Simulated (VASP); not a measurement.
# TaAl4 (P4/nbm) in VASP: notebook

The runs below take TaAl4 through relaxation of cell and atoms, single point, with PBE.

Program: VASP 6.6.1. These are calculated values, not measurements. Logs are shortened: lines on timing, memory, paths and dates and some standing lists are left out, and cuts for length are marked.

### Step 1. The cell of the first run

Symmetry: P4/nbm, No. 125, tetragonal system. Conventional cell: a = 5.572 Å, b = 5.572 Å, c = 5.037 Å, α = 90.00°, β = 90.00°, γ = 90.00°. Within 3.2 Å of Ta (site symmetry 422) lie 8 Al at 2.42 Å. Within 3.2 Å of Al (site symmetry m) lie 2 Ta at 2.42 Å and 11 Al at 2.74 to 3.19 Å.

The cell was generated, and may not be a known phase.

### Step 2. Relaxation of cell and atoms, PBE

File INCAR:

```
SYSTEM = TaAl4
PREC = Accurate
ENCUT = 600
EDIFF = 1E-7
ISMEAR = 0
SIGMA = 0.1
LREAL = .False.
LASPH = .True.
NELM = 100
ALGO = Fast
ISIF = 3
LWAVE = .False.
LCHARG = .False.
GGA = PE
IBRION = 2
NSW = 90
EDIFFG = -0.04
```

File KPOINTS:

```
Automatic mesh
0
Gamma
  4 4 4
  0 0 0
```

File POSCAR:

```
TaAl4
1.0
    5.5723754400      0.0000000000      0.0000000000
    0.0000000000      5.5723754400      0.0000000000
    0.0000000000      0.0000000000      5.0366764200
Ta Al
2 8
Direct
    0.5000000000      0.5000000000      0.0000000000
    0.0000000000      0.0000000000      0.0000000000
    0.6738500600      0.8261499400      0.2517777400
    0.8261499400      0.3261499400      0.2517777400
    0.1738500600      0.3261499400      0.7482222600
    0.8261499400      0.6738500600      0.7482222600
    0.6738500600      0.1738500600      0.7482222600
    0.3261499400      0.8261499400      0.7482222600
    0.3261499400      0.1738500600      0.2517777400
    0.1738500600      0.6738500600      0.2517777400
```

Potentials or basis: VASP PAW PBE potentials, release 64 (Ta_pv, Al).

The run is started by

```
$ cat potpaw_PBE.64/Ta_pv/POTCAR potpaw_PBE.64/Al/POTCAR > POTCAR
$ mpirun -np 1 vasp_std > vasp.out
```

OUTCAR:

```text
SYSTEM = TaAl4
   PREC = Accurate
   ENCUT = 600
   EDIFF = 1E-7
   ISMEAR = 0
   LREAL = .False.
   LASPH = .True.
   NELM = 100
   ISIF = 3
   GGA = PE
   IBRION = 2
   NSW = 90
   EDIFFG = -0.04

 ion  position               nearest neighbor table
   1  0.500  0.500  0.000-   3 2.42   4 2.42   5 2.42   6 2.42   7 2.42   8 2.42   9 2.42  10 2.42

   2  0.000  0.000  0.000-   3 2.42   4 2.42   5 2.42   6 2.42   7 2.42   8 2.42   9 2.42  10 2.42

   3  0.674  0.826  0.252-   1 2.42   2 2.42   9 2.74   6 2.77   6 2.81  10 2.91   4 2.91   4 2.91
                            10 2.91   8 3.16   7 3.16   7 3.19   8 3.19
   4  0.826  0.326  0.252-   1 2.42   2 2.42  10 2.74   7 2.77   7 2.81   3 2.91   9 2.91   3 2.91
                             9 2.91   5 3.16   6 3.16   6 3.19   5 3.19
   5  0.174  0.326  0.748-   1 2.42   2 2.42   6 2.74   9 2.77   9 2.81   8 2.91   7 2.91   8 2.91
                             7 2.91   4 3.16  10 3.16   4 3.19  10 3.19
   6  0.826  0.674  0.748-   1 2.42   2 2.42   5 2.74   3 2.77   3 2.81   7 2.91   8 2.91   7 2.91
                             8 2.91   4 3.16  10 3.16   4 3.19  10 3.19
   7  0.674  0.174  0.748-   1 2.42   2 2.42   8 2.74   4 2.77   4 2.81   6 2.91   5 2.91   6 2.91
                             5 2.91   3 3.16   9 3.16   3 3.19   9 3.19
   8  0.326  0.826  0.748-   1 2.42   2 2.42   7 2.74  10 2.77  10 2.81   5 2.91   6 2.91   5 2.91
                             6 2.91   9 3.16   3 3.16   9 3.19   3 3.19
   9  0.326  0.174  0.252-   1 2.42   2 2.42   3 2.74   5 2.77   5 2.81  10 2.91   4 2.91  10 2.91
                             4 2.91   7 3.16   8 3.16   7 3.19   8 3.19
  10  0.174  0.674  0.252-   1 2.42   2 2.42   4 2.74   8 2.77   8 2.81   9 2.91   3 2.91   9 2.91
                             3 2.91   6 3.16   5 3.16   6 3.19   5 3.19

  LATTYP: Found a simple tetragonal cell.
 ALAT       =     5.5723754400
 C/A-ratio  =     0.9038652320

  Lattice vectors:

 A1 = (   5.5723754400,   0.0000000000,   0.0000000000)
 A2 = (   0.0000000000,   5.5723754400,   0.0000000000)
 A3 = (   0.0000000000,   0.0000000000,   5.0366764200)

Analysis of symmetry for initial positions (statically):
=====================================================================
 Subroutine PRICEL returns:
 Original cell was already a primitive cell.

 Routine SETGRP: Setting up the symmetry group for a
 simple tetragonal supercell.

 Subroutine GETGRP returns: Found 16 space group operations
 (whereof  8 operations were pure point group operations)
 out of a pool of 16 trial point group operations.

The static configuration has the point symmetry D_4 .
 The point group associated with its full space group is D_4h.

Analysis of symmetry for dynamics (positions and initial velocities):
=====================================================================
 Subroutine PRICEL returns:
 Original cell was already a primitive cell.

 Routine SETGRP: Setting up the symmetry group for a
 simple tetragonal supercell.

 Subroutine GETGRP returns: Found 16 space group operations
 (whereof  8 operations were pure point group operations)
 out of a pool of 16 trial point group operations.

The dynamic configuration has the point symmetry D_4 .
 The point group associated with its full space group is D_4h.

 Subroutine INISYM returns: Found 16 space group operations
 (whereof  8 operations are pure point group operations),
 and found     1 'primitive' translations

----------------------------------------------------------------------------------------

                                     Primitive cell

  volume of cell :     156.3957

  direct lattice vectors                    reciprocal lattice vectors
     5.572375440  0.000000000  0.000000000     0.179456681  0.000000000  0.000000000
     0.000000000  5.572375440  0.000000000     0.000000000  0.179456681  0.000000000
     0.000000000  0.000000000  5.036676420     0.000000000  0.000000000  0.198543626

  length of vectors
     5.572375440  5.572375440  5.036676420     0.179456681  0.179456681  0.198543626

  position of ions in fractional coordinates (direct lattice)
     0.500000000  0.500000000  0.000000000
     0.000000000  0.000000000  0.000000000
     0.673850060  0.826149940  0.251777740
     0.826149940  0.326149940  0.251777740
     0.173850060  0.326149940  0.748222260
     0.826149940  0.673850060  0.748222260
     0.673850060  0.173850060  0.748222260
     0.326149940  0.826149940  0.748222260
     0.326149940  0.173850060  0.251777740
     0.173850060  0.673850060  0.251777740

[... 30 lines left out ...]

  Shift w.r.t. Gamma in fractional coordinates (k-lattice)
     0.000000000  0.000000000  0.000000000

 Subroutine IBZKPT returns following result:
 ===========================================

 Found     18 irreducible k-points:

 Following reciprocal coordinates:
            Coordinates               Weight
  0.000000  0.000000  0.000000      1.000000
  0.250000  0.000000  0.000000      4.000000
  0.500000  0.000000  0.000000      2.000000
  0.250000  0.250000  0.000000      4.000000
  0.500000  0.250000  0.000000      4.000000
  0.500000  0.500000  0.000000      1.000000
[... 10 lines left out ...]
  0.500000  0.250000  0.500000      4.000000
  0.500000  0.500000  0.500000      1.000000
   k-points           NKPTS =     18   k-points in BZ     NKDIM =     18   number of bands    NBANDS=     29
   number of dos      NEDOS =    301   number of ions     NIONS =     10
   total plane-waves  NPLWV =  92160
   dimension x,y,z NGX =    48 NGY =   48 NGZ =   40
   dimension x,y,z NGXF=    96 NGYF=   96 NGZF=   80
   ions per type =               2   8
   NGX,Y,Z   is equivalent  to a cutoff of  14.32, 14.32, 13.20 a.u.
   NGXF,Y,Z  is equivalent  to a cutoff of  28.64, 28.64, 26.41 a.u.
 SYSTEM =  TaAl4
   PREC   = accura    normal or accurate (medium, high low for compatibility)
   ISTART =      0    job   : 0-new  1-cont  2-samecut
   ICHARG =      2    charge: 1-file 2-atom 10-const
   ISPIN  =      1    spin polarized calculation?
   LNONCOLLINEAR =      F non collinear calculations
   LSORBIT =      F    spin-orbit coupling
   LASPH  =      T    aspherical Exc in radial PAW
   ENCUT  =  600.0 eV  44.10 Ry    6.64 a.u.  11.13 11.13 10.06*2*pi/ulx,y,z
   NELM   =    100;   NELMIN=  2; NELMDL= -5     # of ELM steps
   EDIFF  = 0.1E-06   stopping-criterion for ELM
   LREAL  =      F    real-space projection
   EDIFFG = -.4E-01   stopping-criterion for IOM
   NSW    =     90    number of steps for IOM
   IBRION =      2    ionic relax: 0-MD 1-quasi-New 2-CG
   NFREE  =      1    steps in history (QN), initial steepest desc. (CG)
   ISIF   =      3    stress and relaxation
   ISYM   =      2    0-nonsym 1-usesym 2-fastsym
   POTIM  = 0.5000    time-step for ionic-motion
   TEBEG  =    0.0;   TEEND  =   0.0 temperature during run
   PSTRESS=    0.0 pullay stress
   NELECT =      46.0000    total number of electrons
   NUPDOWN=      -1.0000    fix difference up-down
   EMIN   =  10.00;   EMAX   =-10.00  energy-range for DOS
   EFERMI =   0.00;   METHOD = LEGACY
   ISMEAR =     0;   SIGMA  =   0.10  broadening in eV -4-tet -1-fermi 0-gaus
   EFERMI_NEDOS =   21; number of points for ismear=-14 and -15
   IALGO  =     68    algorithm
   IMIX   =      4    mixing-type and parameters
     AMIX     =   0.40;   BMIX     =  1.00
     AMIX_MAG =   1.60;   BMIX_MAG =  1.00
  volume/ion in A,a.u.               =      15.64       105.54
  Fermi-wavevector in a.u.,A,eV,Ry     =   1.088727  2.057397 16.127360  1.185327
  Thomas-Fermi vector in A             =   2.224915
   LORBIT       =      0    0 simple, 1 ext, 2 COOP (PROOUT), +10 PAW based schemes
   GGA     = PE    functional components
   LHFCALC =     F    Hartree Fock is set to
   AEXX    =    0.0000 exact exchange contribution
   IVDW    =     0    specifies the selected vdW correction
   LEPSILON=     F    determine dielectric tensor
   LRPA    =     F    only Hartree local field effects (RPA)
 conjugate gradient relaxation of ions
 non-spin polarized calculation
 RMM-DIIS sequential band-by-band and
 Gauss-broadening in eV      SIGMA  =   0.10
  energy-cutoff  :      600.00
  volume of cell :      156.40
 maximum number of plane-waves:      5304
 NGX is ok and might be reduce to    48
   NGX = 23   NGY = 23   NGZ = 21

--------------------------------------- Ionic step        1  -------------------------------------------

 number of electron      46.0000001 magnetization

 Free energy of the ion-electron system (eV)
  ---------------------------------------------------
  ext. energy  EPLUGINS =         0.00000000
  ---------------------------------------------------
  free energy    TOTEN  =       -44.67059414 eV

  energy without entropy =      -44.65551148  energy(sigma->0) =      -44.66305281

------------------------ aborting loop because EDIFF is reached ----------------------------------------

  FORCE on cell =-STRESS in cart. coord.  units (eV):
  Direction    XX          YY          ZZ          XY          YZ          ZX
  --------------------------------------------------------------------------------------
  -------------------------------------------------------------------------------------
  Total       30.4468370     30.4468370     34.9972947      0.0000000      0.0000000      0.0000000
  in kB      311.9090491    311.9090491    358.5256792      0.0000000      0.0000000      0.0000000
  external PRESSURE =     327.4479258 kB  Pullay stress =       0.0000000 kB
[... 113 lines left out ...]
  FREE ENERGIE OF THE ION-ELECTRON SYSTEM (eV)
  ---------------------------------------------------
  free  energy   TOTEN  =       -49.2038273387 eV

  energy  without entropy=      -49.1555595323  energy(sigma->0) =      -49.17969344

 E-fermi :   5.6268     XC(G=0):  -9.9986

 val. band max:        5.6144367509   @ k =   0.2500   0.2500   0.0000
 cond. band min:       5.6427497718   @ k =   0.2500   0.0000   0.2500
 fundamental gap:      0.0283130209
 Fermi energy:         5.6268042727

 k-point     1 :       0.0000    0.0000    0.0000
  band No.  band energies     occupation
      1     -28.4023      2.00000
      2     -28.4023      2.00000
      3     -28.3870      2.00000
      4     -28.3870      2.00000
      5     -28.2511      2.00000
      6     -28.2476      2.00000
[... 565 lines left out ...]
     28       7.4476      0.00000
     29       7.6564      0.00000

[... ionic steps 4 to 12 ...]

--------------------------------------- Ionic step       13  -------------------------------------------

 number of electron      45.9999991 magnetization

------------------------ aborting loop because EDIFF is reached ----------------------------------------
[... 83 lines left out ...]
--------------------------------------- Ionic step       15  -------------------------------------------

 number of electron      45.9999992 magnetization

 Free energy of the ion-electron system (eV)
  ---------------------------------------------------
  ext. energy  EPLUGINS =         0.00000000
  ---------------------------------------------------
  free energy    TOTEN  =       -51.48442096 eV

  energy without entropy =      -51.45547106  energy(sigma->0) =      -51.46994601

 E-fermi :   6.1926     XC(G=0): -10.2657

 val. band max:        6.1711339381   @ k =   0.2500   0.2500   0.5000
 cond. band min:       6.1998758494   @ k =   0.5000   0.5000   0.0000
 fundamental gap:      0.0287419113
 Fermi energy:         6.1925535305

 k-point     1 :       0.0000    0.0000    0.0000
  band No.  band energies     occupation
      1     -28.1049      2.00000
      2     -28.1049      2.00000
      3     -28.0647      2.00000
      4     -28.0647      2.00000
      5     -27.9367      2.00000
      6     -27.9269      2.00000
[... 602 lines left out ...]
  FREE ENERGIE OF THE ION-ELECTRON SYSTEM (eV)
  ---------------------------------------------------
  free  energy   TOTEN  =       -51.4844209601 eV

  energy  without entropy=      -51.4554710550  energy(sigma->0) =      -51.46994601

 reached required accuracy - stopping structural energy minimisation
```

Run time: 42 min. Hardware: 1 thread of Intel Xeon 8259CL, shared host; peak memory 0.36 GiB.

Results:

```yaml
Free_energy: -51.4844 eV
Relaxed_volume: 18.47 Å³/atom
Relaxed_cell: a = 5.377 Å, b = 5.377 Å, c = 6.388 Å, α = 90.00°, β = 90.00°, γ = 90.00°
Space_group_after_relaxing_to_0.1_Å: P4/nbm (No. 125)
Energy_gained_by_relaxing: 681.4 meV/atom
Ionic_steps: 15
Pressure_after_relaxing: 0.1 GPa
Largest_force_after_relaxing: 0.020 eV/Å
Band_gap_on_the_k_mesh: zero (bands 23 and 24 overlap by 1.27 eV)
```

Forces on the atoms (eV/Å):
```
Ta   0.000  0.000  0.000
Ta   0.000  0.000  0.000
Al  -0.001  0.001  0.020
Al   0.001  0.001  0.020
Al  -0.001  0.001 -0.020
Al   0.001 -0.001 -0.020
Al  -0.001 -0.001 -0.020
Al   0.001  0.001 -0.020
Al   0.001 -0.001  0.020
Al  -0.001 -0.001  0.020
```

The path:
| step | energy change (eV) | largest force (eV/Å) | pressure (GPa) | volume (Å³) |
| --- | --- | --- | --- | --- |
| 1 | 0.0000 | 2.8896 | 32.74 | 156.40 |
| 2 | -2.5441 | 0.3824 | -11.13 | 240.45 |
| 3 | -4.5332 | 0.5698 | -1.14 | 199.71 |
| 4 | -4.9397 | 0.5783 | -1.17 | 197.37 |
| 5 | -6.0120 | 0.5427 | -0.72 | 189.43 |
| 6 | -5.6079 | 1.0398 | 6.37 | 170.07 |
| 7 | -6.5173 | 0.6243 | 0.42 | 182.51 |
| 8 | -6.5260 | 0.6684 | 0.93 | 181.00 |
| 9 | -6.6851 | 0.3880 | -0.87 | 183.87 |
| 10 | -6.6858 | 0.3984 | -0.76 | 183.66 |
| 11 | -6.7683 | 0.1289 | 2.21 | 179.80 |
| 12 | -6.7734 | 0.1628 | 1.59 | 180.54 |
| 13 | -6.8005 | 0.0677 | -1.16 | 187.37 |
| 14 | -6.8080 | 0.0940 | -0.33 | 185.12 |
| 15 | -6.8138 | 0.0201 | 0.14 | 184.66 |

Final structure:
```
Ta Al
1.0
     5.37665    0.00000    0.00000
     0.00000    5.37665    0.00000
     0.00000    0.00000    6.38776
Ta Al
2 8
Direct
  0.50000 0.50000 0.00000
  0.00000 0.00000 0.00000
  0.68867 0.81133 0.29972
  0.81133 0.31133 0.29972
  0.18867 0.31133 0.70028
  0.81133 0.68867 0.70028
  0.68867 0.18867 0.70028
  0.31133 0.81133 0.70028
  0.31133 0.18867 0.29972
  0.18867 0.68867 0.29972
```

Caveat: the volume moved by over 15 % at a fixed basis, so the end points are rough; spin-orbit coupling is left out, which moves the levels of the heavy elements.

### Step 3. Single point, PBE

This run uses another cell than the first one, of 18.51 Å³/atom.

File INCAR:

```
SYSTEM = TaAl4
PREC     = Accurate       ! precision mode
ENCUT    = 520            ! plane-wave cutoff, eV
EDIFF    = 1E-7           ! SCF threshold, eV
ISMEAR   = 0              ! smearing method
SIGMA    = 0.1            ! smearing width, eV
LREAL    = .FALSE.        ! projectors in reciprocal space
LASPH    = .TRUE.         ! aspherical terms in the spheres
NELM     = 100            ! most SCF steps
ALGO     = Fast           ! electronic algorithm
ISIF     = 2              ! what is computed and relaxed
LWAVE    = .FALSE.        ! write WAVECAR
LCHARG   = .FALSE.        ! write CHGCAR
GGA      = PE             ! functional
NBANDS   = 34             ! bands
```

File KPOINTS:

```
Automatic mesh
0
G
  8 8 6
  0 0 0
```

File POSCAR:

```
TaAl4
1.0
    5.3875216187      0.0000000000      0.0000000000
    0.0000000000      5.3875216187      0.0000000000
    0.0000000000      0.0000000000      6.3772228717
Ta Al
2 8
Direct
    0.5000000000      0.5000000000      0.0000000000
    0.0000000000      0.0000000000      0.0000000000
    0.6896348208      0.8103651792      0.3011562807
    0.8103651792      0.3103651792      0.3011562807
    0.1896348208      0.3103651792      0.6988437193
    0.8103651792      0.6896348208      0.6988437193
    0.6896348208      0.1896348208      0.6988437193
    0.3103651792      0.8103651792      0.6988437193
    0.3103651792      0.1896348208      0.3011562807
    0.1896348208      0.6896348208      0.3011562807
```

Potentials or basis: VASP PAW PBE potentials, release 64 (Ta_pv, Al).

The run is started by

```
$ cat potpaw_PBE.64/Ta_pv/POTCAR potpaw_PBE.64/Al/POTCAR > POTCAR
$ mpirun -np 1 vasp_std > vasp.out
```

Run time: 12 min. Hardware: 1 thread of Intel Xeon 8259CL, shared host; peak memory 0.46 GiB.

The run converged. Its results:

| Property | Result |
| --- | --- |
| Free energy | -51.4685 eV |
| Pressure | 0.0 GPa |
| Largest force | 0.004 eV/Å |
| Band gap on the k mesh | zero (bands 23 and 24 overlap by 1.26 eV) |

Forces on the atoms (eV/Å):
```
Ta   0.000  0.000  0.000
Ta   0.000  0.000  0.000
Al   0.002 -0.002  0.002
Al  -0.002 -0.002  0.002
Al   0.002 -0.002 -0.002
Al  -0.002  0.002 -0.002
Al   0.002  0.002 -0.002
Al  -0.002 -0.002 -0.002
Al  -0.002  0.002  0.002
Al   0.002  0.002  0.002
```

Levels at points of the mesh, in eV from the Fermi level:
```tsv
k point	band 20	band 21	band 22	band 23	band 24	band 25	band 26	band 27
(0.00, 0.00, 0.00)	-0.86	-0.86	-0.68	-0.10	-0.10	-0.07	-0.07	1.21
(0.50, 0.00, 0.00)	-1.14	-0.63	-0.63	-0.20	-0.20	1.00	1.00	1.08
(0.50, 0.50, 0.00)	-0.29	-0.12	-0.12	0.00	0.00	1.32	1.32	2.25
(0.00, 0.00, 0.50)	-1.37	-1.37	-0.72	-0.72	0.09	1.37	1.66	1.67
(0.50, 0.00, 0.50)	-1.49	-0.59	-0.59	0.09	0.09	0.65	0.65	0.72
(0.50, 0.50, 0.50)	-0.51	0.15	0.15	0.97	0.97	1.72	1.72	2.22
```

Caveat: spin-orbit coupling is left out, which moves the levels of the heavy elements.

The gap in the log of VASP goes by the Fermi energy; the results here count the filled bands.